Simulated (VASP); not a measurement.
Write the native input for VASP 6.6.1 that does the following.

| Property | Result |
| --- | --- |
| Task | single point |
| Functional | PBEsol |
| Potentials or basis | VASP PAW PBE potentials, release 64 (Co, W_sv) |
| Cutoff | 520 eV |
| k mesh | 12 × 12 × 12 |
| Occupations | gaussian, width 0.15 eV |
| Spin | no spin polarisation |
| Dipole correction | no |
| Further INCAR settings | ALGO = Fast; EDIFF = 1e-06; NBANDS = 34 |

The structure of CoW3 lies in POSCAR:

```
CoW3
1.0
    3.8582449849      0.0000000000      0.0000000000
    0.0000000000      3.6267502858      0.0000000000
    0.0000000000      0.0000000000      3.8582449849
Co W
1 3
Direct
    0.0000000000      0.0000000000      0.0000000000
    0.0000000000      0.5000000000      0.5000000000
    0.5000000000      0.0000000000      0.5000000000
    0.5000000000      0.5000000000      0.0000000000
```

This cell differs from its parent crystal: strain -0.0600 x Voigt [0, 1, 0, 0, 0, 0].

The input as run:

INCAR

```
SYSTEM = CoW3
ALGO     = Fast           ! electronic algorithm
EDIFF    = 1E-6           ! SCF threshold, eV
ENCUT    = 520            ! plane-wave cutoff, eV
GGA      = PS             ! functional
ISIF     = 2              ! what is computed and relaxed
ISMEAR   = 0              ! smearing method
LASPH    = .True.         ! aspherical terms in the spheres
LCHARG   = .True.         ! write CHGCAR
LELF     = .True.         ! ELF
LREAL    = .False.        ! projectors in reciprocal space
LVHAR    = .True.       
LWAVE    = .False.        ! write WAVECAR
NBANDS   = 34             ! bands
NELM     = 60             ! most SCF steps
PREC     = Accurate       ! precision mode
SIGMA    = 0.15           ! smearing width, eV
```

KPOINTS

```
k-points
0
Gamma
  12 12 12
  0 0 0
```

Potentials or basis: VASP PAW PBE potentials, release 64 (Co, W_sv).

Run with:

```bash
$ cat potpaw_PBE.64/Co/POTCAR potpaw_PBE.64/W_sv/POTCAR > POTCAR
$ mpirun -np 1 vasp_std > vasp.out
```

Results of the run:

```
Pressure               : 22.0 GPa
Band gap on the k mesh : zero (an odd number of electrons rules out a gap without spin polarisation)
```

Caveat: the cell differs from its parent crystal (strain -0.0600 x Voigt [0, 1, 0, 0, 0, 0]); the cell stands under pressure; the PAW data sets were made with another functional, which shifts forces and pressure a little; spin-orbit coupling is left out, which moves the levels of the heavy elements; the run has no spin polarisation, though such a crystal can be magnetic.

Run time: 11 min on 1 thread of Intel Xeon 8259CL, on a shared host, peak memory 0.39 GiB.
